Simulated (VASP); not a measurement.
# Ge in VASP: notebook

The runs below take Ge through single point, with LDA.

Program: VASP 6.6.1. These are calculated values, not measurements. Logs are shortened: lines on timing, memory, paths and dates and some standing lists are left out, and cuts for length are marked.

## Step 1: The cell of the first run

The cell holds a slab with vacuum, 2 atoms: a = 3.895 Å, b = 3.895 Å, c = 28.000 Å, α = 90.00°, β = 90.00°, γ = 120.00°.

## Step 2: Single point, LDA

Input file INCAR:

```
SYSTEM = Ge
PREC = Accurate
ENCUT = 520
EDIFF = 1E-6
ISMEAR = 0
SIGMA = 0.1
LREAL = .FALSE.
LASPH = .TRUE.
NELM = 80
ALGO = Normal
ISIF = 2
LWAVE = .FALSE.
LCHARG = .FALSE.
LDIPOL = .TRUE.
IDIPOL = 3
DIPOL = 0.5 0.5 0.500
NBANDS = 21
```

Input file KPOINTS:

```
regular mesh
0
G
  12 12 1
  0 0 0
```

Input file POSCAR:

```
Ge
1.0
    3.8950000000      0.0000000000      0.0000000000
   -1.9475000000      3.3731689477      0.0000000000
    0.0000000000      0.0000000000     28.0000000000
Ge
2
Direct
    0.3333333333      0.6666666667      0.5178571429
    0.6666666667      0.3333333333      0.4821428571
```

Potentials or basis: VASP PAW LDA potentials, release 64 (Ge_d).

The run is started by

```bash
$ cat potpaw_LDA.64/Ge_d/POTCAR > POTCAR
$ mpirun -np 1 vasp_std > vasp.out
```

OUTCAR:

```text
SYSTEM = Ge
   PREC = Accurate
   ENCUT = 520
   EDIFF = 1E-6
   ISMEAR = 0
   LREAL = .FALSE.
   LASPH = .TRUE.
   NELM = 80
   ISIF = 2

 ion  position               nearest neighbor table
   1  0.333  0.667  0.518-   2 2.46   2 2.46   2 2.46
   2  0.667  0.333  0.482-   1 2.46   1 2.46   1 2.46

  LATTYP: Found a hexagonal cell.
 ALAT       =     3.8950000000
 C/A-ratio  =     7.1887034660

  Lattice vectors:

 A1 = (   3.8950000000,   0.0000000000,   0.0000000000)
 A2 = (  -1.9475000000,   3.3731689477,   0.0000000000)
 A3 = (   0.0000000000,   0.0000000000,  28.0000000000)

Analysis of symmetry for initial positions (statically):
=====================================================================
 Subroutine PRICEL returns:
 Original cell was already a primitive cell.

 Routine SETGRP: Setting up the symmetry group for a
 hexagonal supercell.

 Subroutine GETGRP returns: Found 12 space group operations
 (whereof 12 operations were pure point group operations)
 out of a pool of 24 trial point group operations.

The static configuration has the point symmetry D_3d.

Analysis of symmetry for dynamics (positions and initial velocities):
=====================================================================
 Subroutine PRICEL returns:
 Original cell was already a primitive cell.

 Routine SETGRP: Setting up the symmetry group for a
 hexagonal supercell.

 Subroutine GETGRP returns: Found 12 space group operations
 (whereof 12 operations were pure point group operations)
 out of a pool of 24 trial point group operations.

The dynamic configuration has the point symmetry D_3d.

 Subroutine INISYM returns: Found 12 space group operations
 (whereof 12 operations are pure point group operations),
 and found     1 'primitive' translations

----------------------------------------------------------------------------------------

                                     Primitive cell

  volume of cell :     367.8778

  direct lattice vectors                    reciprocal lattice vectors
     3.895000000  0.000000000  0.000000000     0.256739409  0.148228567  0.000000000
    -1.947500000  3.373168948  0.000000000     0.000000000  0.296457134  0.000000000
     0.000000000  0.000000000 28.000000000     0.000000000  0.000000000  0.035714286

  length of vectors
     3.895000000  3.895000000 28.000000000     0.296457134  0.296457134  0.035714286

  position of ions in fractional coordinates (direct lattice)
     0.333333333  0.666666667  0.517857143
     0.666666667  0.333333333  0.482142857

  ion indices of the primitive-cell ions
   primitive index   ion index
                 1           1
                 2           2

----------------------------------------------------------------------------------------

 KPOINTS: regular mesh

Automatic generation of k-mesh.
 Grid dimensions read from file:
 generate k-points for:   12   12    1

 Generating k-lattice:

  Cartesian coordinates                     Fractional coordinates (reciprocal lattice)
     0.021394951  0.012352381  0.000000000     0.083333333  0.000000000  0.000000000
     0.000000000  0.024704761  0.000000000     0.000000000  0.083333333  0.000000000
     0.000000000  0.000000000  0.035714286     0.000000000  0.000000000  1.000000000

  Length of vectors
     0.024704761  0.024704761  0.035714286

  Shift w.r.t. Gamma in fractional coordinates (k-lattice)
     0.000000000  0.000000000  0.000000000

 Subroutine IBZKPT returns following result:
 ===========================================

 Found     19 irreducible k-points:

 Following reciprocal coordinates:
            Coordinates               Weight
  0.000000  0.000000  0.000000      1.000000
  0.083333 -0.000000  0.000000      6.000000
  0.166667 -0.000000  0.000000      6.000000
  0.250000 -0.000000  0.000000      6.000000
  0.333333 -0.000000  0.000000      6.000000
  0.416667 -0.000000  0.000000      6.000000
[... 11 lines left out ...]
  0.333333  0.250000  0.000000     12.000000
  0.333333  0.333333  0.000000      2.000000
   k-points           NKPTS =     19   k-points in BZ     NKDIM =     19   number of bands    NBANDS=     21
   number of dos      NEDOS =    301   number of ions     NIONS =      2
   total plane-waves  NPLWV = 189000
   dimension x,y,z NGX =    30 NGY =   30 NGZ =  210
   dimension x,y,z NGXF=    60 NGYF=   60 NGZF=  420
   ions per type =               2
   NGX,Y,Z   is equivalent  to a cutoff of  12.80, 12.80, 12.47 a.u.
   NGXF,Y,Z  is equivalent  to a cutoff of  25.61, 25.61, 24.94 a.u.
 SYSTEM =  Ge
   PREC   = accura    normal or accurate (medium, high low for compatibility)
   ISTART =      0    job   : 0-new  1-cont  2-samecut
   ICHARG =      2    charge: 1-file 2-atom 10-const
   ISPIN  =      1    spin polarized calculation?
   LNONCOLLINEAR =      F non collinear calculations
   LSORBIT =      F    spin-orbit coupling
   LASPH  =      T    aspherical Exc in radial PAW
   ENCUT  =  520.0 eV  38.22 Ry    6.18 a.u.   7.24  7.24 52.06*2*pi/ulx,y,z
   NELM   =     80;   NELMIN=  2; NELMDL= -5     # of ELM steps
   EDIFF  = 0.1E-05   stopping-criterion for ELM
   LREAL  =      F    real-space projection
   EDIFFG = 0.1E-04   stopping-criterion for IOM
   NSW    =      0    number of steps for IOM
   IBRION =     -1    ionic relax: 0-MD 1-quasi-New 2-CG
   NFREE  =      0    steps in history (QN), initial steepest desc. (CG)
   ISIF   =      2    stress and relaxation
   ISYM   =      2    0-nonsym 1-usesym 2-fastsym
   POTIM  = 0.5000    time-step for ionic-motion
   TEBEG  =    0.0;   TEEND  =   0.0 temperature during run
   PSTRESS=    0.0 pullay stress
   NELECT =      28.0000    total number of electrons
   NUPDOWN=      -1.0000    fix difference up-down
   EMIN   =  10.00;   EMAX   =-10.00  energy-range for DOS
   EFERMI =   0.00;   METHOD = LEGACY
   ISMEAR =     0;   SIGMA  =   0.10  broadening in eV -4-tet -1-fermi 0-gaus
   EFERMI_NEDOS =   21; number of points for ismear=-14 and -15
   IALGO  =     38    algorithm
   IMIX   =      4    mixing-type and parameters
     AMIX     =   0.40;   BMIX     =  1.00
     AMIX_MAG =   1.60;   BMIX_MAG =  1.00
  volume/ion in A,a.u.               =     183.94      1241.28
  Fermi-wavevector in a.u.,A,eV,Ry     =   0.693787  1.311068  6.549038  0.481341
  Thomas-Fermi vector in A             =   1.776099
   LORBIT       =      0    0 simple, 1 ext, 2 COOP (PROOUT), +10 PAW based schemes
   GGA     = CA    functional components
   LHFCALC =     F    Hartree Fock is set to
   AEXX    =    0.0000 exact exchange contribution
   IVDW    =     0    specifies the selected vdW correction
   LEPSILON=     F    determine dielectric tensor
   LRPA    =     F    only Hartree local field effects (RPA)
 non-spin polarized calculation
 Gauss-broadening in eV      SIGMA  =   0.10
  energy-cutoff  :      520.00
  volume of cell :      367.88
 maximum number of plane-waves:      9939
 NGX is ok and might be reduce to    30
   NGX = 15   NGY = 15   NGZ =105

 dipolmoment           0.000000      0.000000      0.000000 electrons x Angstroem

 number of electron      27.9999992 magnetization

 dipolmoment           0.000000      0.000000     -0.000000 electrons x Angstroem

 Free energy of the ion-electron system (eV)
  ---------------------------------------------------
  ext. energy  EPLUGINS =         0.00000000
  ---------------------------------------------------
  free energy    TOTEN  =        -8.91354513 eV

  energy without entropy =       -8.90663127  energy(sigma->0) =       -8.91008820

 E-fermi :  -3.3305     XC(G=0):  -1.7922

 val. band max:       -3.5716246301   @ k =   0.0833   0.0833   0.0000
 cond. band min:      -3.3053784790   @ k =   0.3333   0.2500   0.0000
 fundamental gap:      0.2662461511
 Fermi energy:        -3.3304779497

 k-point     1 :       0.0000    0.0000    0.0000
  band No.  band energies     occupation
      1     -27.8837      2.00000
      2     -27.8837      2.00000
      3     -27.7984      2.00000
      4     -27.7943      2.00000
      5     -27.7943      2.00000
      6     -27.7507      2.00000
[... 13 lines left out ...]
     20       1.0382      0.00000
     21       1.3874      0.00000

 k-point     2 :       0.0833   -0.0000    0.0000
  band No.  band energies     occupation
      1     -27.8834      2.00000
      2     -27.8832      2.00000
      3     -27.7974      2.00000
      4     -27.7931      2.00000
      5     -27.7915      2.00000
      6     -27.7485      2.00000
[... 13 lines left out ...]
     20       1.2025      0.00000
     21       1.4856      0.00000

 k-point     3 :       0.1667   -0.0000    0.0000
  band No.  band energies     occupation
      1     -27.8825      2.00000
      2     -27.8810      2.00000
      3     -27.8031      2.00000
      4     -27.7836      2.00000
      5     -27.7813      2.00000
      6     -27.7432      2.00000
[... 13 lines left out ...]
     20       1.8081      0.00000
     21       1.8482      0.00000

 k-point     4 :       0.2500   -0.0000    0.0000
  band No.  band energies     occupation
      1     -27.8808      2.00000
      2     -27.8758      2.00000
      3     -27.8102      2.00000
      4     -27.7719      2.00000
      5     -27.7672      2.00000
      6     -27.7353      2.00000
[... 13 lines left out ...]
     20       2.3327      0.00000
     21       2.4192      0.00000

 k-point     5 :       0.3333   -0.0000    0.0000
  band No.  band energies     occupation
      1     -27.8789      2.00000
      2     -27.8676      2.00000
      3     -27.8173      2.00000
      4     -27.7592      2.00000
      5     -27.7583      2.00000
      6     -27.7224      2.00000
[... 13 lines left out ...]
     20       2.8447      0.00000
     21       2.9058      0.00000
[... 262 lines left out ...]
     20       4.3034      0.00000
     21       4.4321      0.00000

 k-point    17 :       0.2500    0.2500    0.0000
  band No.  band energies     occupation
      1     -27.8790      2.00000
      2     -27.8579      2.00000
      3     -27.8267      2.00000
      4     -27.7452      2.00000
      5     -27.7315      2.00000
      6     -27.7127      2.00000
[... 13 lines left out ...]
     20       3.2934      0.00000
     21       3.5787      0.00000

 k-point    18 :       0.3333    0.2500    0.0000
  band No.  band energies     occupation
      1     -27.8782      2.00000
      2     -27.8506      2.00000
      3     -27.8354      2.00000
      4     -27.7321      2.00000
      5     -27.7284      2.00000
      6     -27.6986      2.00000
[... 13 lines left out ...]
     20       4.2054      0.00000
     21       4.3919      0.00000

 k-point    19 :       0.3333    0.3333    0.0000
  band No.  band energies     occupation
      1     -27.8780      2.00000
      2     -27.8436      2.00000
      3     -27.8436      2.00000
      4     -27.7286      2.00000
      5     -27.7222      2.00000
      6     -27.6807      2.00000
[... 13 lines left out ...]
     20       4.3573      0.00000
     21       4.3573      0.00000

------------------------ aborting loop because EDIFF is reached ----------------------------------------

 vacuum level on the upper side and lower side of the slab       (xc-potential included)        -0.007        -0.007

  FORCE on cell =-STRESS in cart. coord.  units (eV):
  Direction    XX          YY          ZZ          XY          YZ          ZX
  --------------------------------------------------------------------------------------
  -------------------------------------------------------------------------------------
  Total       -0.5082705     -0.5082705     -1.2987883      0.0000000      0.0000000     -0.0000000
  in kB       -2.2136139     -2.2136139     -5.6564684      0.0000000      0.0000000     -0.0000000
  external PRESSURE =      -3.3612321 kB  Pullay stress =       0.0000000 kB

 VOLUME and BASIS-vectors are now :
 -----------------------------------------------------------------------------
  energy-cutoff  :      520.00
  volume of cell :      367.88
      direct lattice vectors                 reciprocal lattice vectors
     3.895000000  0.000000000  0.000000000     0.256739409  0.148228567  0.000000000
    -1.947500000  3.373168948  0.000000000     0.000000000  0.296457134  0.000000000
     0.000000000  0.000000000 28.000000000     0.000000000  0.000000000  0.035714286

 POSITION                                       TOTAL-FORCE (eV/Angst)
 -----------------------------------------------------------------------------------
     -0.00000      2.24878     14.50000         0.000000      0.000000     -1.289395
      1.94750      1.12439     13.50000        -0.000000     -0.000000      1.289395
 -----------------------------------------------------------------------------------
    total drift:                                0.000000      0.000000     -0.000000

  FREE ENERGIE OF THE ION-ELECTRON SYSTEM (eV)
  ---------------------------------------------------
  free  energy   TOTEN  =        -8.9135451270 eV

  energy  without entropy=       -8.9066312677  energy(sigma->0) =       -8.91008820

 vacuum level on the upper side and lower side of the slab         1.073         1.073
```

Wall time 4.1 min (1 thread of Intel Xeon 6975P-C, shared host); peak memory 0.39 GiB.

Results:

| Item | Value |
| --- | --- |
| Free energy | -8.9135 eV |
| Largest force | 1.289 eV/Å |
| Band gap on the k mesh | zero (band 14 reaches -2.99 eV, above the bottom of band 15 at -3.77 eV) |

Forces in eV/Å, atoms in the order of the input:
```
Ge   0.000  0.000 -1.289
Ge   0.000  0.000  1.289
```

## Step 3: Single point, LDA

This run uses another cell than the first one, of 189.94 Å³/atom, 1.033 times its volume.

Input file INCAR:

```
SYSTEM = Ge
PREC = Accurate
ENCUT = 520
EDIFF = 1E-6
ISMEAR = 0
SIGMA = 0.1
LREAL = .False.
LASPH = .True.
NELM = 60
ALGO = Normal
ISIF = 2
LWAVE = .False.
LCHARG = .False.
LDIPOL = .True.
IDIPOL = 3
DIPOL = 0.5 0.5 0.500
GGA = CA
NBANDS = 21
```

Input file KPOINTS:

```
Automatic mesh
0
Gamma
  12 12 1
  0 0 0
```

Input file POSCAR:

```
Ge
1.0
    3.9580000000      0.0000000000      0.0000000000
   -1.9790000000      3.4277285482      0.0000000000
    0.0000000000      0.0000000000     28.0000000000
Ge
2
Direct
    0.3333333333      0.6666666667      0.5051071429
    0.6666666667      0.3333333333      0.4948928571
```

Potentials or basis: VASP PAW LDA potentials, release 64 (Ge_d).

The run is started by

```bash
$ cat potpaw_LDA.64/Ge_d/POTCAR > POTCAR
$ mpirun -np 1 vasp_std > vasp.out
```

OUTCAR:

```text
SYSTEM = Ge
   PREC = Accurate
   ENCUT = 520
   EDIFF = 1E-6
   ISMEAR = 0
   LREAL = .False.
   LASPH = .True.
   NELM = 60
   ISIF = 2
   GGA = CA

 ion  position               nearest neighbor table
   1  0.333  0.667  0.505-   2 2.30   2 2.30   2 2.30
   2  0.667  0.333  0.495-   1 2.30   1 2.30   1 2.30

  LATTYP: Found a hexagonal cell.
 ALAT       =     3.9580000000
 C/A-ratio  =     7.0742799394

  Lattice vectors:

[... 642 lines left out ...]
 vacuum level on the upper side and lower side of the slab       (xc-potential included)        -0.007        -0.007

  FORCE on cell =-STRESS in cart. coord.  units (eV):
  Direction    XX          YY          ZZ          XY          YZ          ZX
  --------------------------------------------------------------------------------------
  -------------------------------------------------------------------------------------
  Total        0.8670043      0.8670043      0.1276918     -0.0000000      0.0000000      0.0000000
  in kB        3.6567190      3.6567190      0.5385591     -0.0000000      0.0000000      0.0000000
  external PRESSURE =       2.6173324 kB  Pullay stress =       0.0000000 kB

 VOLUME and BASIS-vectors are now :
 -----------------------------------------------------------------------------
  energy-cutoff  :      520.00
  volume of cell :      379.87
      direct lattice vectors                 reciprocal lattice vectors
     3.958000000  0.000000000  0.000000000     0.252652855  0.145869194  0.000000000
    -1.979000000  3.427728548  0.000000000     0.000000000  0.291738388  0.000000000
     0.000000000  0.000000000 28.000000000     0.000000000  0.000000000  0.035714286

 POSITION                                       TOTAL-FORCE (eV/Angst)
 -----------------------------------------------------------------------------------
     -0.00000      2.28515     14.14300         0.000000     -0.000000      0.501951
      1.97900      1.14258     13.85700        -0.000000      0.000000     -0.501951
 -----------------------------------------------------------------------------------
    total drift:                                0.000000      0.000000     -0.000000

  FREE ENERGIE OF THE ION-ELECTRON SYSTEM (eV)
  ---------------------------------------------------
  free  energy   TOTEN  =        -9.0242069603 eV

  energy  without entropy=       -9.0229585890  energy(sigma->0) =       -9.02358277

 vacuum level on the upper side and lower side of the slab         1.119         1.119
```

OSZICAR:

```text
N       E                     dE             d eps       ncg     rms          rms(c)
DAV:   1     0.156873080656E+03    0.15687E+03   -0.14054E+04   950   0.132E+03
DAV:   2     0.730869710220E+01   -0.14956E+03   -0.14551E+03  1090   0.257E+02
DAV:   3    -0.851791500707E+01   -0.15827E+02   -0.15777E+02  1023   0.108E+02
DAV:   4    -0.922569871008E+01   -0.70778E+00   -0.70734E+00  1047   0.257E+01
[... 12 lines left out ...]
DAV:  17    -0.902419232565E+01   -0.16365E-04   -0.48976E-07   789   0.423E-03    0.511E-04
DAV:  18    -0.902420159597E+01   -0.92703E-05   -0.25345E-07   711   0.205E-03    0.253E-04
DAV:  19    -0.902420509890E+01   -0.35029E-05   -0.68999E-08   674   0.163E-03    0.143E-04
DAV:  20    -0.902420661124E+01   -0.15123E-05   -0.11073E-08   665   0.836E-04    0.101E-04
DAV:  21    -0.902420696031E+01   -0.34907E-06   -0.50170E-09   632   0.585E-04
   1 F= -.90242070E+01 E0= -.90235828E+01  d E =-.124837E-02
```

stdout:

```text
POSCAR found type information on POSCAR Ge
 POSCAR found :  1 types and       2 ions
 scaLAPACK will be used
 LDA part: xc-table for (Slater(with rela. corr.)+CA(PZ))
 , standard interpolation
 POSCAR, INCAR and KPOINTS ok, starting setup
 FFT: planning ... GRIDC
 FFT: planning ... GRID_SOFT
 FFT: planning ... GRID
 WAVECAR not read
 entering main loop
```

Run time: 4.5 min. Hardware: 1 thread of Intel Xeon 6975P-C, shared host; peak memory 0.4 GiB.

What came out:

- Free energy: -9.0242 eV
- Largest force: 0.502 eV/Å
- Band gap on the k mesh: zero (band 14 reaches -3.49 eV, above the bottom of band 15 at -3.85 eV)

Forces in eV/Å, atoms in the order of the input:
```
Ge   0.000  0.000  0.502
Ge   0.000  0.000 -0.502
```
